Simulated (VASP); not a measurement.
# C (Fm-3m) in VASP: notebook, part 2 of 2

VASP 6.6.1. The steps go on from the part before.

## Step 4: Relaxation of cell and atoms, LDA

This run uses another cell than the first one, of 6.75 Å³/atom.

File INCAR:

```
PREC = Accurate
ENCUT = 600
EDIFF = 1E-7
ISMEAR = -1
SIGMA = 0.1
LREAL = F
LASPH = T
NELM = 120
ALGO = Normal
ISIF = 3
LWAVE = F
LCHARG = F
GGA = CA
IBRION = 2
NSW = 80
EDIFFG = -0.02
GGA_COMPAT = F
NELMIN = 4
```

File KPOINTS:

```
Automatic mesh
0
Gamma
  10 10 10
```

File POSCAR:

```
C
1.0
    0.0000000000      1.5000000000      1.5000000000
    1.5000000000      0.0000000000      1.5000000000
    1.5000000000      1.5000000000      0.0000000000
C
1
Direct
    0.0000000000      0.0000000000      0.0000000000
```

Potentials or basis: VASP PAW LDA potentials, release 64 (C).

On the command line:

```bash
cat potpaw_LDA.64/C/POTCAR > POTCAR
mpirun -np 1 vasp_std > vasp.out
```

OUTCAR:

```text
PREC = Accurate
   ENCUT = 600
   EDIFF = 1E-7
   ISMEAR = -1
   LREAL = F
   LASPH = T
   NELM = 120
   ISIF = 3
   GGA = CA
   IBRION = 2
   NSW = 80
   EDIFFG = -0.02
   NELMIN = 4

 ion  position               nearest neighbor table
   1  0.000  0.000  0.000-

  LATTYP: Found a face centered cubic cell.
 ALAT       =     3.0000000000

  Lattice vectors:

 A1 = (   0.0000000000,   1.5000000000,   1.5000000000)
 A2 = (   1.5000000000,   0.0000000000,   1.5000000000)
 A3 = (   1.5000000000,   1.5000000000,   0.0000000000)

Analysis of symmetry for initial positions (statically):
=====================================================================
 Subroutine PRICEL returns:
 Original cell was already a primitive cell.

 Routine SETGRP: Setting up the symmetry group for a
 face centered cubic supercell.

 Subroutine GETGRP returns: Found 48 space group operations
 (whereof 48 operations were pure point group operations)
 out of a pool of 48 trial point group operations.

The static configuration has the point symmetry O_h .

Analysis of symmetry for dynamics (positions and initial velocities):
[... 163 lines left out ...]
  Direction    XX          YY          ZZ          XY          YZ          ZX
  --------------------------------------------------------------------------------------
  -------------------------------------------------------------------------------------
  Total        0.1526434      0.1526434      0.1526434     -0.0000000     -0.0000000      0.0000000
  in kB       36.2313761     36.2313761     36.2313761     -0.0000000     -0.0000000      0.0000000
  external PRESSURE =      36.2313761 kB  Pullay stress =       0.0000000 kB
[... 57 lines left out ...]
--------------------------------------- Ionic step        3  -------------------------------------------

 number of electron       4.0000000 magnetization

 Free energy of the ion-electron system (eV)
  ---------------------------------------------------
  ext. energy  EPLUGINS =         0.00000000
  ---------------------------------------------------
  free energy    TOTEN  =        -5.52730358 eV

  energy without entropy =       -5.50905505  energy(sigma->0) =       -5.51817931

 E-fermi :   8.5477     XC(G=0): -13.0963

 val. band max:        8.4796375433   @ k =  -0.3000   0.3000   0.1000
 cond. band min:       8.5620715772   @ k =   0.5000   0.3000   0.0000
 fundamental gap:      0.0824340338
 Fermi energy:         8.5476963559

 k-point     1 :       0.0000    0.0000    0.0000
  band No.  band energies     occupation
      1     -10.9884      2.00000
      2      16.7970      0.00000
      3      16.7970      0.00000
      4      16.7970      0.00000
      5      39.3199      0.00000
      6      39.3199      0.00000
[... 199 lines left out ...]
 k-point    24 :       0.4000    0.3000    0.0000
  band No.  band energies     occupation
      1      -4.0969      2.00000
      2       9.1406      0.00531
      3      10.7949      0.00000
      4      11.8742      0.00000
      5      26.2510      0.00000
      6      28.0286      0.00000

 [... further k-points ...]
[... 5 lines left out ...]
  --------------------------------------------------------------------------------------
  -------------------------------------------------------------------------------------
  Total        0.0003004      0.0003004      0.0003004     -0.0000000     -0.0000000     -0.0000000
  in kB        0.0700286      0.0700286      0.0700286     -0.0000000     -0.0000000     -0.0000000
  external PRESSURE =       0.0700286 kB  Pullay stress =       0.0000000 kB
[... 16 lines left out ...]
  FREE ENERGIE OF THE ION-ELECTRON SYSTEM (eV)
  ---------------------------------------------------
  free  energy   TOTEN  =        -5.5273035838 eV

  energy  without entropy=       -5.5090550455  energy(sigma->0) =       -5.51817931

 reached required accuracy - stopping structural energy minimisation
```

OSZICAR:

```text
N       E                     dE             d eps       ncg     rms          rms(c)
DAV:   1    -0.215786589531E+01   -0.21579E+01   -0.26231E+03   618   0.728E+02
DAV:   2    -0.548381131870E+01   -0.33259E+01   -0.30179E+01   744   0.458E+01
DAV:   3    -0.552630845573E+01   -0.42497E-01   -0.42491E-01   624   0.570E+00
DAV:   4    -0.552634723032E+01   -0.38775E-04   -0.38775E-04   810   0.179E-01
[... 14 lines left out ...]
       N       E                     dE             d eps       ncg     rms          rms(c)
DAV:   1    -0.552736010894E+01   -0.12376E-03   -0.29928E-03   564   0.457E-01    0.473E-02
DAV:   2    -0.552731919776E+01    0.40911E-04   -0.32061E-05   594   0.513E-02    0.246E-02
DAV:   3    -0.552730362983E+01    0.15568E-04   -0.33528E-05   576   0.423E-02    0.253E-03
DAV:   4    -0.552730358375E+01    0.46074E-07   -0.59095E-08   402   0.337E-03
   3 F= -.55273036E+01 E0= -.55181793E+01  d E =-.136948E-02
```

CONTCAR:

```text
C
   1.00000000000000
    -0.0000000000000000    1.5090270767376719    1.5090270767376719
     1.5090270767376719   -0.0000000000000000    1.5090270767376719
     1.5090270767376719    1.5090270767376719    0.0000000000000000
  C
     1
Direct
     0.0000000000000000    0.0000000000000000    0.0000000000000000

  0.00000000E+00  0.00000000E+00  0.00000000E+00
```

It took 3.2 s on 1 thread of AMD EPYC 7R13 (Zen 3), shared host; peak memory 0.08 GiB.

What came out:

```
Free energy                           : -5.5273 eV
Relaxed volume                        : 6.87 Å³/atom
Relaxed cell                          : a = 2.134 Å, b = 2.134 Å, c = 2.134 Å, α = 60.00°, β = 60.00°, γ = 60.00°
Space group after relaxing (to 0.1 Å) : Fm-3m (No. 225)
Energy gained by relaxing             : 1.4 meV/atom
Ionic steps                           : 3
Pressure after relaxing               : 0.0 GPa
Band gap on the k mesh                : zero (bands 2 and 3 overlap by 11.30 eV)
```

Step by step:
| step | energy change (eV) | largest force (eV/Å) | pressure (GPa) | volume (Å³) |
| --- | --- | --- | --- | --- |
| 1 | 0.0000 | 0.0000 | 3.62 | 6.75 |
| 2 | -0.0013 | 0.0000 | -0.78 | 6.90 |
| 3 | -0.0014 | 0.0000 | 0.01 | 6.87 |

Final structure:
```cif
data_structure
_symmetry_space_group_name_H-M 'P 1'
_symmetry_Int_Tables_number 1
_cell_length_a 2.1341
_cell_length_b 2.1341
_cell_length_c 2.1341
_cell_angle_alpha 60.000
_cell_angle_beta 60.000
_cell_angle_gamma 60.000
_cell_volume 6.87
loop_
_atom_site_label
_atom_site_type_symbol
_atom_site_fract_x
_atom_site_fract_y
_atom_site_fract_z
_atom_site_occupancy
C1 C 0.00000 0.00000 0.00000 1
```

Caveat: the k points lie up to 0.36 Å⁻¹ apart in the final cell, too coarse for converged energies and pressures of a metal.

## Step 5: Summary

```csv
task,cell,gap on the mesh (eV),pressure (GPa)
single point,"a = 2.071 Å, angles 60.0°, 1 atom",none,20.4
single point,"a = 2.046 Å, angles 60.0°, 1 atom",none,30.4
relaxation of cell and atoms,"relaxed from a = 2.121 Å, angles 60.0°, 1 atom",none,0.0
```

Alike in all rows: level LDA; potentials or basis VASP PAW LDA potentials, release 64 (C); no spin polarisation; k mesh 10 × 10 × 10; cutoff (eV) 600; smearing fermi-dirac 0.1 eV.

Caveats: all runs use coarse meshes.

Total energies depend on the potentials used, so only differences within one code and one set of settings carry meaning.
